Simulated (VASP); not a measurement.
# Si (Fd-3m) in VASP: further runs

Runs on Si. Level: r2SCAN. Tasks: single point, relaxation of cell and atoms.

All numbers are computed with VASP 6.6.1; they aren't measurements. Logs are shortened: lines on timing, memory, paths and dates and some standing lists are left out, and cuts for length are marked.

## 1. The cell of the first run

Symmetry: Fd-3m, No. 227, cubic system. Conventional cell: a = 5.444 Å, b = 5.444 Å, c = 5.444 Å, α = 90.00°, β = 90.00°, γ = 90.00°. Within 3.1 Å of Si (site symmetry -43m) lie 4 Si at 2.36 Å.

## 2. Single point, r2SCAN

POSCAR reads:

```
Si
1.0
    0.0000000000      2.7221696788      2.7221696788
    2.7221696788      0.0000000000      2.7221696788
    2.7221696788      2.7221696788      0.0000000000
Si
2
Direct
    0.0000000000      0.0000000000      0.0000000000
    0.2500000000      0.2500000000      0.2500000000
```

INCAR.step1 reads:

```
SYSTEM = Si
PREC = Accurate
ENCUT = 550
ISMEAR = 0
SIGMA = 0.05
LREAL = .FALSE.
LASPH = .TRUE.
NELM = 120
NBANDS = 11
GGA = PE
ALGO = Normal
EDIFF = 1E-5
LWAVE = .TRUE.
LCHARG = .FALSE.
GGA_COMPAT = .FALSE.
```

INCAR.step2 reads:

```
SYSTEM = Si
PREC = Accurate
ENCUT = 550
EDIFF = 1E-6
ISMEAR = 0
SIGMA = 0.05
LREAL = .FALSE.
LASPH = .TRUE.
NELM = 120
ALGO = Normal
ISIF = 2
LWAVE = .FALSE.
LCHARG = .FALSE.
METAGGA = R2SCAN
LMIXTAU = .TRUE.
NBANDS = 11
ISTART = 1
GGA_COMPAT = .FALSE.
```

KPOINTS reads:

```
regular mesh
0
G
  8 8 8
  0 0 0
```

Potentials or basis: VASP PAW PBE potentials, release 64 (Si).

Run with:

```bash
> cat potpaw_PBE.64/Si/POTCAR > POTCAR
> cp INCAR.step1 INCAR
> mpirun -np 1 vasp_std > vasp.out
> cp INCAR.step2 INCAR
> mpirun -np 1 vasp_std > vasp.out
```

OUTCAR:

```text
SYSTEM = Si
   PREC = Accurate
   ENCUT = 550
   EDIFF = 1E-6
   ISMEAR = 0
   LREAL = .FALSE.
   LASPH = .TRUE.
   NELM = 120
   ISIF = 2
   METAGGA = R2SCAN
   ISTART = 1

 ion  position               nearest neighbor table
   1  0.000  0.000  0.000-   2 2.36   2 2.36   2 2.36   2 2.36
   2  0.250  0.250  0.250-   1 2.36   1 2.36   1 2.36   1 2.36

  LATTYP: Found a face centered cubic cell.
 ALAT       =     5.4443393576

  Lattice vectors:

 A1 = (   0.0000000000,   2.7221696788,   2.7221696788)
 A2 = (   2.7221696788,   0.0000000000,   2.7221696788)
 A3 = (   2.7221696788,   2.7221696788,   0.0000000000)

Analysis of symmetry for initial positions (statically):
=====================================================================
 Subroutine PRICEL returns:
 Original cell was already a primitive cell.

 Routine SETGRP: Setting up the symmetry group for a
 face centered cubic supercell.

 Subroutine GETGRP returns: Found 48 space group operations
 (whereof 24 operations were pure point group operations)
 out of a pool of 48 trial point group operations.

The static configuration has the point symmetry T_d .
 The point group associated with its full space group is O_h .

Analysis of symmetry for dynamics (positions and initial velocities):
=====================================================================
 Subroutine PRICEL returns:
 Original cell was already a primitive cell.

 Routine SETGRP: Setting up the symmetry group for a
 face centered cubic supercell.

 Subroutine GETGRP returns: Found 48 space group operations
 (whereof 24 operations were pure point group operations)
 out of a pool of 48 trial point group operations.

The dynamic configuration has the point symmetry T_d .
 The point group associated with its full space group is O_h .

 Subroutine INISYM returns: Found 48 space group operations
 (whereof 24 operations are pure point group operations),
 and found     1 'primitive' translations

----------------------------------------------------------------------------------------

                                     Primitive cell

  volume of cell :      40.3437

  direct lattice vectors                    reciprocal lattice vectors
     0.000000000  2.722169679  2.722169679    -0.183677015  0.183677015  0.183677015
     2.722169679  0.000000000  2.722169679     0.183677015 -0.183677015  0.183677015
     2.722169679  2.722169679  0.000000000     0.183677015  0.183677015 -0.183677015

  length of vectors
     3.849729279  3.849729279  3.849729279     0.318137922  0.318137922  0.318137922

  position of ions in fractional coordinates (direct lattice)
     0.000000000  0.000000000  0.000000000
     0.250000000  0.250000000  0.250000000

  ion indices of the primitive-cell ions
   primitive index   ion index
                 1           1
                 2           2

----------------------------------------------------------------------------------------

 KPOINTS: regular mesh

Automatic generation of k-mesh.
 Grid dimensions read from file:
 generate k-points for:    8    8    8

 Generating k-lattice:

  Cartesian coordinates                     Fractional coordinates (reciprocal lattice)
    -0.022959627  0.022959627  0.022959627     0.125000000  0.000000000  0.000000000
     0.022959627 -0.022959627  0.022959627     0.000000000  0.125000000  0.000000000
     0.022959627  0.022959627 -0.022959627     0.000000000  0.000000000  0.125000000

  Length of vectors
     0.039767240  0.039767240  0.039767240

  Shift w.r.t. Gamma in fractional coordinates (k-lattice)
     0.000000000  0.000000000  0.000000000

 Subroutine IBZKPT returns following result:
 ===========================================

 Found     29 irreducible k-points:

 Following reciprocal coordinates:
            Coordinates               Weight
  0.000000  0.000000  0.000000      1.000000
  0.125000  0.000000  0.000000      8.000000
  0.250000  0.000000  0.000000      8.000000
  0.375000  0.000000  0.000000      8.000000
  0.500000  0.000000  0.000000      4.000000
  0.125000  0.125000  0.000000      6.000000
[... 16 lines left out ...]
  0.500000  0.250000  0.125000     48.000000
 -0.375000  0.250000  0.125000     24.000000
 [... further k-points ...]
   k-points           NKPTS =     29   k-points in BZ     NKDIM =     29   number of bands    NBANDS=     11
   number of dos      NEDOS =    301   number of ions     NIONS =      2
   total plane-waves  NPLWV =  27000
   dimension x,y,z NGX =    30 NGY =   30 NGZ =   30
   dimension x,y,z NGXF=    60 NGYF=   60 NGZF=   60
   ions per type =               2
   NGX,Y,Z   is equivalent  to a cutoff of  12.96, 12.96, 12.96 a.u.
   NGXF,Y,Z  is equivalent  to a cutoff of  25.91, 25.91, 25.91 a.u.
 SYSTEM =  Si
   PREC   = accura    normal or accurate (medium, high low for compatibility)
   ISTART =      1    job   : 0-new  1-cont  2-samecut
   ICHARG =      0    charge: 1-file 2-atom 10-const
   ISPIN  =      1    spin polarized calculation?
   LNONCOLLINEAR =      F non collinear calculations
   LSORBIT =      F    spin-orbit coupling
   LASPH  =      T    aspherical Exc in radial PAW
   ENCUT  =  550.0 eV  40.42 Ry    6.36 a.u.   7.36  7.36  7.36*2*pi/ulx,y,z
   NELM   =    120;   NELMIN=  2; NELMDL=  0     # of ELM steps
   EDIFF  = 0.1E-05   stopping-criterion for ELM
   LREAL  =      F    real-space projection
   EDIFFG = 0.1E-04   stopping-criterion for IOM
   NSW    =      0    number of steps for IOM
   IBRION =     -1    ionic relax: 0-MD 1-quasi-New 2-CG
   NFREE  =      0    steps in history (QN), initial steepest desc. (CG)
   ISIF   =      2    stress and relaxation
   ISYM   =      2    0-nonsym 1-usesym 2-fastsym
   POTIM  = 0.5000    time-step for ionic-motion
   TEBEG  =    0.0;   TEEND  =   0.0 temperature during run
   PSTRESS=    0.0 pullay stress
   NELECT =       8.0000    total number of electrons
   NUPDOWN=      -1.0000    fix difference up-down
   EMIN   =  10.00;   EMAX   =-10.00  energy-range for DOS
   EFERMI =   0.00;   METHOD = LEGACY
   ISMEAR =     0;   SIGMA  =   0.05  broadening in eV -4-tet -1-fermi 0-gaus
   EFERMI_NEDOS =   21; number of points for ismear=-14 and -15
   IALGO  =     38    algorithm
   IMIX   =      4    mixing-type and parameters
     AMIX     =   0.40;   BMIX     =  1.00
     AMIX_MAG =   1.60;   BMIX_MAG =  1.00
  volume/ion in A,a.u.               =      20.17       136.13
  Fermi-wavevector in a.u.,A,eV,Ry     =   0.954655  1.804036 12.399881  0.911366
  Thomas-Fermi vector in A             =   2.083421
   LORBIT       =      0    0 simple, 1 ext, 2 COOP (PROOUT), +10 PAW based schemes
   METAGGA = R2SCAN    functional components
   LHFCALC =     F    Hartree Fock is set to
   AEXX    =    0.0000 exact exchange contribution
   IVDW    =     0    specifies the selected vdW correction
   LEPSILON=     F    determine dielectric tensor
   LRPA    =     F    only Hartree local field effects (RPA)
 non-spin polarized calculation
 Gauss-broadening in eV      SIGMA  =   0.05
  energy-cutoff  :      550.00
  volume of cell :       40.34
 maximum number of plane-waves:      1243
 NGX is ok and might be reduce to    30
   NGX = 15   NGY = 15   NGZ = 15

 number of electron       8.0000001 magnetization

 Free energy of the ion-electron system (eV)
  ---------------------------------------------------
  ext. energy  EPLUGINS =         0.00000000
  ---------------------------------------------------
  free energy    TOTEN  =       -17.54695386 eV

  energy without entropy =      -17.54695386  energy(sigma->0) =      -17.54695386

 E-fermi :   5.9156     XC(G=0):  -9.8244

 val. band max:        5.6625440045   @ k =   0.0000   0.0000   0.0000
 cond. band min:       6.4883256213   @ k =   0.3750   0.3750   0.0000
 fundamental gap:      0.8257816168
 Fermi energy:         5.9156087089

 k-point     1 :       0.0000    0.0000    0.0000
  band No.  band energies     occupation
      1      -6.8102      2.00000
      2       5.6625      2.00000
      3       5.6625      2.00000
      4       5.6625      2.00000
      5       8.4173      0.00000
      6       8.4173      0.00000
      7       8.4173      0.00000
      8       9.5592      0.00000
      9      13.7850      0.00000
     10      13.7850      0.00000
     11      14.3302      0.00000

 k-point     2 :       0.1250    0.0000    0.0000
  band No.  band energies     occupation
      1      -6.5967      2.00000
      2       4.0295      2.00000
      3       5.3596      2.00000
      4       5.3596      2.00000
      5       8.4446      0.00000
      6       8.8638      0.00000
      7       8.8638      0.00000
      8      10.8726      0.00000
      9      13.3096      0.00000
     10      13.3096      0.00000
     11      15.1180      0.00000

 k-point     3 :       0.2500    0.0000    0.0000
  band No.  band energies     occupation
      1      -5.9740      2.00000
      2       1.6064      2.00000
      3       4.8627      2.00000
      4       4.8627      2.00000
      5       8.0052      0.00000
      6       9.4153      0.00000
      7       9.4153      0.00000
      8      13.1552      0.00000
      9      13.2869      0.00000
     10      13.2869      0.00000
     11      15.3402      0.00000
[... 267 lines left out ...]
 k-point    23 :       0.5000    0.2500    0.1250
  band No.  band energies     occupation
      1      -4.4915      2.00000
      2      -0.3963      2.00000
      3       2.2270      2.00000
      4       3.6500      2.00000
      5       8.8201      0.00000
      6       9.5271      0.00000
      7      11.0701      0.00000
      8      12.0000      0.00000
      9      15.2548      0.00000
     10      16.0286      0.00000
     11      18.3953      0.00000

 k-point    24 :      -0.3750    0.2500    0.1250
  band No.  band energies     occupation
      1      -3.8116      2.00000
      2      -1.3830      2.00000
      3       2.0956      2.00000
      4       3.4095      2.00000
      5       9.0395      0.00000
      6       9.0746      0.00000
      7      11.9803      0.00000
      8      13.2522      0.00000
      9      13.5709      0.00000
     10      16.8920      0.00000
     11      18.0892      0.00000

 [... further k-points ...]

------------------------ aborting loop because EDIFF is reached ----------------------------------------

  FORCE on cell =-STRESS in cart. coord.  units (eV):
  Direction    XX          YY          ZZ          XY          YZ          ZX
  --------------------------------------------------------------------------------------
  -------------------------------------------------------------------------------------
  Total       -0.0594913     -0.0594913     -0.0594913      0.0000000     -0.0000000      0.0000000
  in kB       -2.3625906     -2.3625906     -2.3625906      0.0000000     -0.0000000      0.0000000
  external PRESSURE =      -2.3625906 kB  Pullay stress =       0.0000000 kB

 VOLUME and BASIS-vectors are now :
 -----------------------------------------------------------------------------
  energy-cutoff  :      550.00
  volume of cell :       40.34
      direct lattice vectors                 reciprocal lattice vectors
     0.000000000  2.722169679  2.722169679    -0.183677015  0.183677015  0.183677015
     2.722169679  0.000000000  2.722169679     0.183677015 -0.183677015  0.183677015
     2.722169679  2.722169679  0.000000000     0.183677015  0.183677015 -0.183677015

 POSITION                                       TOTAL-FORCE (eV/Angst)
 -----------------------------------------------------------------------------------
      0.00000      0.00000      0.00000         0.000000     -0.000000     -0.000000
      1.36108      1.36108      1.36108        -0.000000      0.000000      0.000000
 -----------------------------------------------------------------------------------
    total drift:                               -0.000000     -0.000000     -0.000000

  FREE ENERGIE OF THE ION-ELECTRON SYSTEM (eV)
  ---------------------------------------------------
  free  energy   TOTEN  =       -17.5469538591 eV

  energy  without entropy=      -17.5469538591  energy(sigma->0) =      -17.54695386
```

Run time: 79 s. Hardware: 1 thread of Intel Xeon 8259CL, shared host; peak memory 0.16 GiB.

Results:

| Quantity | Value |
| --- | --- |
| Free energy | -17.5470 eV |
| Pressure | -0.2 GPa |
| Band gap on the k mesh | 0.83 eV, indirect (least direct gap 2.75 eV) |

Caveat: the PAW data sets were made with another functional, which shifts forces and pressure a little.

## 3. Relaxation of cell and atoms, r2SCAN

This run uses another cell than the first one, of 20.02 Å³/atom, 0.993 times its volume.

POSCAR reads:

```
Si
1.0
    0.0000000000      2.7155000000      2.7155000000
    2.7155000000      0.0000000000      2.7155000000
    2.7155000000      2.7155000000      0.0000000000
Si
2
Direct
    0.0000000000      0.0000000000      0.0000000000
    0.2500000000      0.2500000000      0.2500000000
```

INCAR.step1: that of step 2 with these lines changed.

```diff
@@ -8,3 +8,2 @@
 NELM = 120
-NBANDS = 11
 GGA = PE
@@ -15 +14,6 @@
 GGA_COMPAT = .FALSE.
+IBRION = 2
+ISIF = 3
+EDIFFG = -0.005
+NELMIN = 4
+NSW = 100
```

INCAR.step2 reads:

```
SYSTEM = Si
PREC = Accurate
ENCUT = 550
EDIFF = 1E-7
ISMEAR = 0
SIGMA = 0.05
LREAL = .FALSE.
LASPH = .TRUE.
NELM = 120
ALGO = Normal
ISIF = 3
LWAVE = .FALSE.
LCHARG = .FALSE.
METAGGA = R2SCAN
LMIXTAU = .TRUE.
IBRION = 2
NSW = 80
EDIFFG = -0.003
ISTART = 1
GGA_COMPAT = .FALSE.
NELMIN = 4
```

KPOINTS reads:

```
Automatic mesh
0
G
  8 8 8
  0 0 0
```

Potentials or basis: VASP PAW PBE potentials, release 64 (Si).

Run with:

```bash
> cat potpaw_PBE.64/Si/POTCAR > POTCAR
> cp INCAR.step1 INCAR
> mpirun -np 1 vasp_std > vasp.out
> cp INCAR.step2 INCAR
> mpirun -np 1 vasp_std > vasp.out
```

OUTCAR:

```text
SYSTEM = Si
   PREC = Accurate
   ENCUT = 550
   EDIFF = 1E-7
   ISMEAR = 0
   LREAL = .FALSE.
   LASPH = .TRUE.
   NELM = 120
   ISIF = 3
   METAGGA = R2SCAN
   IBRION = 2
   NSW = 80
   EDIFFG = -0.003
   ISTART = 1
   NELMIN = 4

 ion  position               nearest neighbor table
   1  0.000  0.000  0.000-   2 2.35   2 2.35   2 2.35   2 2.35
   2  0.250  0.250  0.250-   1 2.35   1 2.35   1 2.35   1 2.35

  LATTYP: Found a face centered cubic cell.
 ALAT       =     5.4310000000

  Lattice vectors:

 A1 = (   0.0000000000,   2.7155000000,   2.7155000000)
 A2 = (   2.7155000000,   0.0000000000,   2.7155000000)
 A3 = (   2.7155000000,   2.7155000000,   0.0000000000)

Analysis of symmetry for initial positions (statically):
[... 261 lines left out ...]
 val. band max:        5.6876484002   @ k =   0.0000   0.0000   0.0000
 cond. band min:       6.5095418371   @ k =   0.3750   0.3750   0.0000
 fundamental gap:      0.8218934369
 Fermi energy:         5.8924706576

 k-point     1 :       0.0000    0.0000    0.0000
  band No.  band energies     occupation
      1      -6.8028      2.00000
      2       5.6876      2.00000
      3       5.6876      2.00000
      4       5.6876      2.00000
      5       8.4435      0.00000
      6       8.4435      0.00000
      7       8.4435      0.00000
      8       9.6148      0.00000
[... 243 lines left out ...]
 k-point    24 :      -0.3750    0.2500    0.1250
  band No.  band energies     occupation
      1      -3.7967      2.00000
      2      -1.3674      2.00000
      3       2.1135      2.00000
      4       3.4289      2.00000
      5       9.0702      0.00000
      6       9.0981      0.00000
      7      12.0133      0.00000
      8      13.2844      0.00000

 [... further k-points ...]

------------------------ aborting loop because EDIFF is reached ----------------------------------------

  FORCE on cell =-STRESS in cart. coord.  units (eV):
  Direction    XX          YY          ZZ          XY          YZ          ZX
  --------------------------------------------------------------------------------------
  -------------------------------------------------------------------------------------
  Total        0.0014183      0.0014183      0.0014183     -0.0000000      0.0000000     -0.0000000
  in kB        0.0564639      0.0564639      0.0564639     -0.0000000      0.0000000     -0.0000000
  external PRESSURE =       0.0564639 kB  Pullay stress =       0.0000000 kB
[... 17 lines left out ...]
  FREE ENERGIE OF THE ION-ELECTRON SYSTEM (eV)
  ---------------------------------------------------
  free  energy   TOTEN  =       -17.5470248610 eV

  energy  without entropy=      -17.5470248610  energy(sigma->0) =      -17.54702486

 reached required accuracy - stopping structural energy minimisation
```

OUTCAR.step1:

```text
SYSTEM = Si
   PREC = Accurate
   ENCUT = 550
   ISMEAR = 0
   LREAL = .FALSE.
   LASPH = .TRUE.
   NELM = 120
   GGA = PE
   EDIFF = 1E-5
   IBRION = 2
[... 556 lines left out ...]
  -------------------------------------------------------------------------------------
  Total        0.0008068      0.0008068      0.0008068      0.0000000      0.0000000     -0.0000000
  in kB        0.0316147      0.0316147      0.0316147      0.0000000      0.0000000     -0.0000000
  external PRESSURE =       0.0316147 kB  Pullay stress =       0.0000000 kB
[... 17 lines left out ...]
  FREE ENERGIE OF THE ION-ELECTRON SYSTEM (eV)
  ---------------------------------------------------
  free  energy   TOTEN  =       -10.8460499367 eV

  energy  without entropy=      -10.8460499367  energy(sigma->0) =      -10.84604994

 reached required accuracy - stopping structural energy minimisation
```

Run time: 3.2 min. Hardware: 1 thread of Intel Xeon 8259CL, shared host; peak memory 0.16 GiB.

What came out:

- Free energy: -17.5470 eV
- Relaxed volume: 20.12 Å³/atom
- Relaxed cell: a = 3.847 Å, b = 3.847 Å, c = 3.847 Å, α = 60.00°, β = 60.00°, γ = 60.00°
- Space group after relaxing (to 0.05 Å): Fd-3m (No. 227)
- Energy gained by relaxing: 0.1 meV/atom
- Ionic steps: 3
- Pressure after relaxing: 0.0 GPa
- Band gap on the k mesh: 0.82 eV, indirect (least direct gap 2.76 eV)

Step by step:
```csv
step,energy change (eV),largest force (eV/Å),pressure (GPa),volume (Å³)
1,0.0000,0.0000,0.49,40.05
2,-0.0001,0.0000,-0.37,40.40
3,-0.0003,0.0000,0.01,40.24
```

Final structure:
```yaml
crystal:
  lattice:
    - [0.00000, 2.71992, 2.71992]
    - [2.71992, 0.00000, 2.71992]
    - [2.71992, 2.71992, 0.00000]
  atoms:
    - { symbol: Si, position: [0.00000, 0.00000, 0.00000] }
    - { symbol: Si, position: [0.25000, 0.25000, 0.25000] }
```

Levels at points of the mesh, in eV from the valence-band top:
```tsv
k point	band 1	band 2	band 3	band 4	band 5	band 6	band 7	band 8
(0.00, 0.00, 0.00)	-12.49	0.00	0.00	0.00	2.76	2.76	2.76	3.93
(0.50, 0.00, 0.00)	-10.05	-7.24	-1.27	-1.27	1.87	3.59	3.59	8.33
(0.50, 0.50, 0.00)	-8.14	-8.14	-3.00	-3.00	0.93	0.93	10.84	10.84
```

Caveat: the PAW data sets were made with another functional, which shifts forces and pressure a little. r2SCAN opens gaps a little over a GGA but as a rule still falls short of measured ones.
